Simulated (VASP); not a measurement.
# SiC4 (I4/mmm) in VASP: a series of runs

Runs on SiC4. Level: PBE. Tasks: single point.

Everything below comes from runs of VASP 6.6.1. Logs are shortened: lines on timing, memory, paths and dates and some standing lists are left out, and cuts for length are marked.

### 1 The cell of the first run

Symmetry: I4/mmm, No. 139, tetragonal system. Conventional cell: a = 4.135 Å, b = 4.135 Å, c = 7.544 Å, α = 90.00°, β = 90.00°, γ = 90.00°. Si (site symmetry 4/mmm) has 4 C at 1.89 Å within 2.5 Å. C (site symmetry m2m) has 3 C at 1.46 to 2.07 Å and 1 Si at 1.89 Å within 2.1 Å.

### 2 Single point, PBE

Input file INCAR:

```
SYSTEM = SiC4
  PREC = Accurate
  ENCUT = 1300
  EDIFF = 1E-6
  ISMEAR = 0
  SIGMA = 0.1
  LREAL = .FALSE.
  LASPH = .TRUE.
  NELM = 120
  ALGO = Normal
  ISIF = 2
  LWAVE = .FALSE.
  LCHARG = .TRUE.
  GGA = PE
  LELF = .TRUE.
  LVHAR = .TRUE.
  NBANDS = 18
  GGA_COMPAT = .FALSE.
```

Input file KPOINTS:

```
Automatic mesh
0
G
  12 12 12
  0 0 0
```

Input file POSCAR:

```
SiC4
1.0
   -2.0674315513      2.0674315513      3.7717999011
    2.0674315513     -2.0674315513      3.7717999011
    2.0674315513      2.0674315513     -3.7717999011
Si C
1 4
Direct
    0.0000000000      0.0000000000      0.0000000000
    0.6767703414      0.6767703414      0.3535406827
    0.3232296586      0.3232296586      0.6464593173
    0.6767703414      0.3232296586      0.0000000000
    0.3232296586      0.6767703414      0.0000000000
```

Potentials or basis: VASP PAW PBE potentials, release 64 (Si, C_h).

Run with:

```console
$ cat potpaw_PBE.64/Si/POTCAR potpaw_PBE.64/C_h/POTCAR > POTCAR
$ mpirun -np 1 vasp_std > vasp.out
```

OUTCAR:

```text
SYSTEM = SiC4
   PREC = Accurate
   ENCUT = 1300
   EDIFF = 1E-6
   ISMEAR = 0
   LREAL = .FALSE.
   LASPH = .TRUE.
   NELM = 120
   ISIF = 2
   GGA = PE

 ion  position               nearest neighbor table
   1  0.000  0.000  0.000-   4 1.89   5 1.89   3 1.89   2 1.89
   2  0.677  0.677  0.354-   4 1.46   5 1.46   1 1.89
   3  0.323  0.323  0.646-   4 1.46   5 1.46   1 1.89
   4  0.677  0.323  0.000-   2 1.46   3 1.46   1 1.89
   5  0.323  0.677  0.000-   2 1.46   3 1.46   1 1.89

  LATTYP: Found a body centered tetragonal cell.
 ALAT       =     4.1348631026
 C/A-ratio  =     1.8243892518

  Lattice vectors:

 A1 = (  -2.0674315513,   2.0674315513,   3.7717999011)
 A2 = (   2.0674315513,  -2.0674315513,   3.7717999011)
 A3 = (   2.0674315513,   2.0674315513,  -3.7717999011)

Analysis of symmetry for initial positions (statically):
=====================================================================
 Subroutine PRICEL returns:
 Original cell was already a primitive cell.

 Routine SETGRP: Setting up the symmetry group for a
 body centered tetragonal supercell.

 Subroutine GETGRP returns: Found 16 space group operations
 (whereof 16 operations were pure point group operations)
 out of a pool of 16 trial point group operations.

The static configuration has the point symmetry D_4h.

Analysis of symmetry for dynamics (positions and initial velocities):
=====================================================================
 Subroutine PRICEL returns:
 Original cell was already a primitive cell.

 Routine SETGRP: Setting up the symmetry group for a
 body centered tetragonal supercell.

 Subroutine GETGRP returns: Found 16 space group operations
 (whereof 16 operations were pure point group operations)
 out of a pool of 16 trial point group operations.

The dynamic configuration has the point symmetry D_4h.

 Subroutine INISYM returns: Found 16 space group operations
 (whereof 16 operations are pure point group operations),
 and found     1 'primitive' translations

----------------------------------------------------------------------------------------

                                     Primitive cell

  volume of cell :      64.4868

  direct lattice vectors                    reciprocal lattice vectors
    -2.067431551  2.067431551  3.771799901     0.000000000  0.241845975  0.132562706
     2.067431551 -2.067431551  3.771799901     0.241845975  0.000000000  0.132562706
     2.067431551  2.067431551 -3.771799901     0.241845975  0.241845975  0.000000000

[... 92 lines left out ...]
   NSW    =      0    number of steps for IOM
   IBRION =     -1    ionic relax: 0-MD 1-quasi-New 2-CG
   NFREE  =      0    steps in history (QN), initial steepest desc. (CG)
   ISIF   =      2    stress and relaxation
   ISYM   =      2    0-nonsym 1-usesym 2-fastsym
   POTIM  = 0.5000    time-step for ionic-motion
   TEBEG  =    0.0;   TEEND  =   0.0 temperature during run
   PSTRESS=    0.0 pullay stress
   NELECT =      20.0000    total number of electrons
   NUPDOWN=      -1.0000    fix difference up-down
   EMIN   =  10.00;   EMAX   =-10.00  energy-range for DOS
   EFERMI =   0.00;   METHOD = LEGACY
   ISMEAR =     0;   SIGMA  =   0.10  broadening in eV -4-tet -1-fermi 0-gaus
   EFERMI_NEDOS =   21; number of points for ismear=-14 and -15
   IALGO  =     38    algorithm
   IMIX   =      4    mixing-type and parameters
     AMIX     =   0.40;   BMIX     =  1.00
     AMIX_MAG =   1.60;   BMIX_MAG =  1.00
  volume/ion in A,a.u.               =      12.90        87.04
  Fermi-wavevector in a.u.,A,eV,Ry     =   1.108140  2.094080 16.707596  1.227974
  Thomas-Fermi vector in A             =   2.244663
   LORBIT       =      0    0 simple, 1 ext, 2 COOP (PROOUT), +10 PAW based schemes
   GGA     = PE    functional components
   LHFCALC =     F    Hartree Fock is set to
   AEXX    =    0.0000 exact exchange contribution
   IVDW    =     0    specifies the selected vdW correction
   LEPSILON=     F    determine dielectric tensor
   LRPA    =     F    only Hartree local field effects (RPA)
 non-spin polarized calculation
 Gauss-broadening in eV      SIGMA  =   0.10
  energy-cutoff  :     1300.00
  volume of cell :       64.49
 maximum number of plane-waves:      6912
   NGX = 29   NGY = 29   NGZ = 29

 number of electron      20.0000000 magnetization

 Free energy of the ion-electron system (eV)
  ---------------------------------------------------
  ext. energy  EPLUGINS =         0.00000000
  ---------------------------------------------------
  free energy    TOTEN  =       -36.61111978 eV

  energy without entropy =      -36.60034189  energy(sigma->0) =      -36.60573083

 E-fermi :   3.5542     XC(G=0):  -9.2457

 val. band max:        3.5430749884   @ k =   0.4167   0.2500   0.0833
 cond. band min:       3.5548320794   @ k =   0.3333   0.3333   0.0833
 fundamental gap:      0.0117570910
 Fermi energy:         3.5542087143

 k-point     1 :       0.0000    0.0000    0.0000
  band No.  band energies     occupation
      1     -14.2893      2.00000
      2      -6.5724      2.00000
      3      -6.3032      2.00000
      4      -6.3032      2.00000
      5      -3.0001      2.00000
      6      -1.4302      2.00000
[... 481 lines left out ...]
      5      -2.8914      2.00000
      6      -1.1576      2.00000
[... 10 lines left out ...]
     17      12.8150      0.00000
     18      13.6322      0.00000

 [... further k-points ...]

------------------------ aborting loop because EDIFF is reached ----------------------------------------

  FORCE on cell =-STRESS in cart. coord.  units (eV):
  Direction    XX          YY          ZZ          XY          YZ          ZX
  --------------------------------------------------------------------------------------
  -------------------------------------------------------------------------------------
  Total       -0.0587658     -0.0587658     -0.0091027      0.0000000      0.0000000      0.0000000
  in kB       -1.4600389     -1.4600389     -0.2261568      0.0000000      0.0000000      0.0000000
  external PRESSURE =      -1.0487448 kB  Pullay stress =       0.0000000 kB

 VOLUME and BASIS-vectors are now :
 -----------------------------------------------------------------------------
  energy-cutoff  :     1300.00
  volume of cell :       64.49
      direct lattice vectors                 reciprocal lattice vectors
    -2.067431551  2.067431551  3.771799901     0.000000000  0.241845975  0.132562706
     2.067431551 -2.067431551  3.771799901     0.241845975  0.000000000  0.132562706
     2.067431551  2.067431551 -3.771799901     0.241845975  0.241845975  0.000000000

 POSITION                                       TOTAL-FORCE (eV/Angst)
 -----------------------------------------------------------------------------------
      0.00000      0.00000      0.00000         0.000000     -0.000000      0.000000
      0.73092      0.73092      3.77180         0.006284      0.006284     -0.000000
      1.33651      1.33651     -0.00000        -0.006284     -0.006284      0.000000
     -0.73092      0.73092      3.77180        -0.006284      0.006284     -0.000000
      0.73092     -0.73092      3.77180         0.006284     -0.006284     -0.000000
 -----------------------------------------------------------------------------------
    total drift:                               -0.000000     -0.000000      0.000000

  FREE ENERGIE OF THE ION-ELECTRON SYSTEM (eV)
  ---------------------------------------------------
  free  energy   TOTEN  =       -36.6111197763 eV

  energy  without entropy=      -36.6003418890  energy(sigma->0) =      -36.60573083
```

OSZICAR:

```text
N       E                     dE             d eps       ncg     rms          rms(c)
DAV:   1     0.112615785518E+03    0.11262E+03   -0.15495E+04  5868   0.201E+03
DAV:   2    -0.257732880412E+02   -0.13839E+03   -0.13105E+03  7870   0.262E+02
DAV:   3    -0.398171464610E+02   -0.14044E+02   -0.13815E+02  7712   0.825E+01
DAV:   4    -0.401005291108E+02   -0.28338E+00   -0.28281E+00  7892   0.125E+01
DAV:   5    -0.401070230490E+02   -0.64939E-02   -0.64904E-02  8094   0.182E+00    0.105E+01
DAV:   6    -0.371056107734E+02    0.30014E+01   -0.57226E+00  7326   0.118E+01    0.544E+00
DAV:   7    -0.366337618222E+02    0.47185E+00   -0.12455E+00  7230   0.644E+00    0.159E+00
DAV:   8    -0.366088358319E+02    0.24926E-01   -0.10093E-01  7386   0.179E+00    0.509E-01
DAV:   9    -0.366110496627E+02   -0.22138E-02   -0.15634E-02  7388   0.823E-01    0.214E-01
DAV:  10    -0.366112683948E+02   -0.21873E-03   -0.39035E-03  7050   0.349E-01    0.950E-02
DAV:  11    -0.366110847570E+02    0.18364E-03   -0.50343E-04  6888   0.129E-01    0.188E-02
DAV:  12    -0.366111232760E+02   -0.38519E-04   -0.12464E-04  6852   0.636E-02    0.160E-02
DAV:  13    -0.366111190047E+02    0.42712E-05   -0.18136E-05  7812   0.244E-02    0.441E-03
DAV:  14    -0.366111197763E+02   -0.77156E-06   -0.15170E-06  5862   0.792E-03
   1 F= -.36611120E+02 E0= -.36605731E+02  d E =-.107779E-01
```

Run time: 8.2 min. Hardware: 1 thread of Intel Xeon Platinum 8559C (Emerald Rapids), shared host; peak memory 0.86 GiB.

Results:

- Free energy: -36.6111 eV
- Pressure: -0.1 GPa
- Largest force: 0.009 eV/Å
- Band gap on the k mesh: zero (bands 10 and 11 overlap by 1.78 eV)

Forces in eV/Å, atoms in the order of the input:
```
Si   0.000  0.000  0.000
C    0.006  0.006  0.000
C   -0.006 -0.006  0.000
C   -0.006  0.006  0.000
C    0.006 -0.006  0.000
```

Levels at points of the mesh, in eV from the Fermi level:
```
           k point  band 7  band 8  band 9  band 10  band 11  band 12  band 13  band 14
(0.00, 0.00, 0.00)   -3.51   -3.51   -2.91     0.20     0.20     2.24     3.16     5.21
(0.50, 0.00, 0.00)   -4.84   -4.05   -2.16     0.29     1.27     4.43     4.88     5.39
(0.50, 0.50, 0.00)   -3.32   -1.84   -1.83    -0.98     0.01     0.31     4.93     7.59
(0.50, 0.50, 0.50)   -3.51   -3.51   -2.80     1.05     1.05     2.87     3.61     6.07
```

### 3 Single point, PBE

Input file INCAR:

```
SYSTEM = SiC4
PREC = Accurate
ENCUT = 1300
EDIFF = 1E-6
ISMEAR = 0
SIGMA = 0.1
LREAL = .FALSE.
LASPH = .TRUE.
NELM = 120
ALGO = Normal
ISIF = 2
LWAVE = .FALSE.
LCHARG = .FALSE.
GGA = PE
NBANDS = 18
GGA_COMPAT = .FALSE.
```

Input file KPOINTS:

```
regular mesh
0
G
  12 12 12
  0 0 0
```

POSCAR: that of step 2 with these lines changed.

```diff
@@ -9,4 +9,4 @@
     0.0000000000      0.0000000000      0.0000000000
-    0.6767703414      0.6767703414      0.3535406827
-    0.3232296586      0.3232296586      0.6464593173
+    0.6767703414      0.6767703414      0.3535406828
+    0.3232296586      0.3232296586      0.6464593172
     0.6767703414      0.3232296586      0.0000000000
```

Potentials or basis: VASP PAW PBE potentials, release 64 (Si, C_h).

Run with:

```console
$ cat potpaw_PBE.64/Si/POTCAR potpaw_PBE.64/C_h/POTCAR > POTCAR
$ mpirun -np 1 vasp_std > vasp.out
```

Run time: 9 min. Hardware: 1 thread of AMD EPYC 9R45 (Zen 5), shared host; peak memory 0.82 GiB.

It converged, with:

```
Free energy            : -36.6111 eV
Pressure               : -0.1 GPa
Largest force          : 0.009 eV/Å
Band gap on the k mesh : zero (bands 10 and 11 overlap by 1.78 eV)
```

Forces on the atoms (eV/Å):
```
Si   0.000  0.000  0.000
C    0.006  0.006  0.000
C   -0.006 -0.006  0.000
C   -0.006  0.006  0.000
C    0.006 -0.006  0.000
```

Stress tensor (GPa, compression positive):
```
-0.15  0.00  0.00
 0.00 -0.15  0.00
 0.00  0.00 -0.02
```

Levels at points of the mesh, in eV from the Fermi level:
```
           k point  band 6  band 7  band 8  band 9  band 10  band 11  band 12  band 13  band 14  band 15
(0.00, 0.00, 0.00)   -4.98   -3.51   -3.51   -2.91     0.20     0.20     2.24     3.16     5.21     6.61
(0.50, 0.00, 0.00)   -5.93   -4.84   -4.05   -2.16     0.29     1.27     4.43     4.88     5.39     6.32
(0.50, 0.50, 0.00)   -3.92   -3.32   -1.84   -1.83    -0.98     0.01     0.31     4.93     7.59     7.67
(0.50, 0.50, 0.50)   -6.29   -3.51   -3.51   -2.80     1.05     1.05     2.87     3.61     6.07    10.43
```
